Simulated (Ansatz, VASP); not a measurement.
# One calculation of CaF2, two programs

INCAR

```
SYSTEM = CaF2
PREC = Accurate ; ENCUT = 600
EDIFF = 1E-6 ; ISMEAR = 0
SIGMA = 0.01 ; LREAL = .FALSE.
LASPH = .TRUE. ; NELM = 120
ALGO = Normal ; ISIF = 2
LWAVE = .FALSE. ; LCHARG = .FALSE.
GGA = PE ; NBANDS = 19
GGA_COMPAT = .FALSE.
```

File KPOINTS:

```
Automatic mesh
0
G
  5 5 5
  0 0 0
```

The input POSCAR:

```
CaF2
1.0
    0.0000000000      2.7535712715      2.7535712715
    2.7535712715      0.0000000000      2.7535712715
    2.7535712715      2.7535712715      0.0000000000
Ca F
1 2
Direct
    0.0000000000      0.0000000000      0.0000000000
    0.2500000000      0.2500000000      0.2500000000
    0.7500000000      0.7500000000      0.7500000000
```

Input for Ansatz:

```yaml
crystal:
  lattice:
    - [0.0, 2.7535712715103213, 2.7535712715103213]
    - [2.7535712715103213, 0.0, 2.7535712715103213]
    - [2.7535712715103213, 2.7535712715103213, 0.0]
  atoms:
    - { symbol: Ca, position: [0.0, 0.0, 0.0] }
    - { symbol: F, position: [0.25, 0.25, 0.25] }
    - { symbol: F, position: [0.75, 0.75, 0.75] }
accuracy: medium
kpoints:
  mp_grid:
    grid: [5, 5, 5]
hamiltonian:
  xc: pbe
  pseudopotentials:
    kind: nc
scf:
  lower_state_search: standard
  occupations:
    method: fixed
output:
  stress: true
```

Alike in both runs: task single point; functional PBE; k mesh 5 × 5 × 5; no spin polarisation.

|  | VASP | Ansatz |
| --- | --- | --- |
| version | VASP 6.6.1 | Ansatz 0.2.0 |
| potentials or method | VASP PAW PBE potentials, release 64 (Ca_sv, F) | plane waves, norm-conserving potentials |
| plane-wave cutoff (eV) | 600 | 1320 |
| occupations | gaussian, width 0.01 eV | fixed |
| valence electrons in the cell | 24 | 24 |

```csv
,VASP,Ansatz,Ansatz less VASP
pressure (GPa),0.4,0.1,-0.25
```
